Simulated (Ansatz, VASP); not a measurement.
**Two plane-wave programs on Ba**

POSCAR

```
Ba
1.0
    3.9600972614      0.0000000000      0.0000000000
    0.0000000000      3.9600972614      0.0000000000
    0.0000000000      0.0000000000      3.9600972614
Ba
1
Direct
    0.0000000000      0.0000000000      0.0000000000
```

File INCAR.step1:

```
ALGO = Normal ; EDIFF = 1E-4
ENCUT = 520 ; GGA = PE
ISMEAR = -1 ; LASPH = T
LCHARG = F ; LREAL = F
LWAVE = T ; NBANDS = 11
NELM = 60 ; PREC = Accurate
SIGMA = 0.1
```

INCAR.step2

```
ALGO = Normal ; EDIFF = 1E-6
ENCUT = 520 ; ISIF = 2
ISMEAR = -1 ; ISTART = 1
LASPH = T ; LCHARG = F
LMIXTAU = T ; LREAL = F
LWAVE = F ; METAGGA = R2SCAN
NBANDS = 11 ; NELM = 60
PREC = Accurate ; SIGMA = 0.1
```

File KPOINTS:

```
k-points
0
Gamma
  9 9 9
```

Input for Ansatz:

```yaml
crystal:
  lattice:
    - [3.9600972614, 0.0, 0.0]
    - [0.0, 3.9600972614, 0.0]
    - [0.0, 0.0, 3.9600972614]
  atoms:
    - { symbol: Ba, position: [0.0, 0.0, 0.0] }
hamiltonian:
  xc: r2scan
  pseudopotentials:
    kind: paw
    azcp:
      Ba: "pseudopotentials/Ba.paw.azcp"
basis:
  ecutwfc: 500
  fft_grid_basis: typed
kpoints:
  mp_grid: { grid: [9, 9, 9], shift: [0, 0, 0] }
magnetization:
  spin_polarized: false
scf:
  occupations: { method: fermi_dirac, width: 0.1 }
  lower_state_search: "off"
output:
  stress: true
```

Alike in both runs: task single point; functional r2SCAN; k mesh 9 × 9 × 9; occupations fermi-dirac, width 0.1 eV; no spin polarisation.

|  | VASP | Ansatz |
| --- | --- | --- |
| version | VASP 6.6.1 | Ansatz 0.2.0 |
| potentials or method | VASP PAW PBE potentials, release 64 (Ba_sv), cutoff 520 eV | plane waves (500 eV) with PAW, scalar-relativistic |
| valence electrons in the cell | 10 | 10 |

|  | VASP | Ansatz | Ansatz less VASP |
| --- | --- | --- | --- |
| pressure (GPa) | -0.1 | -0.3 | -0.12 |

VASP's potentials were made for PBE, not for r2SCAN.

Spin-orbit coupling is off throughout.
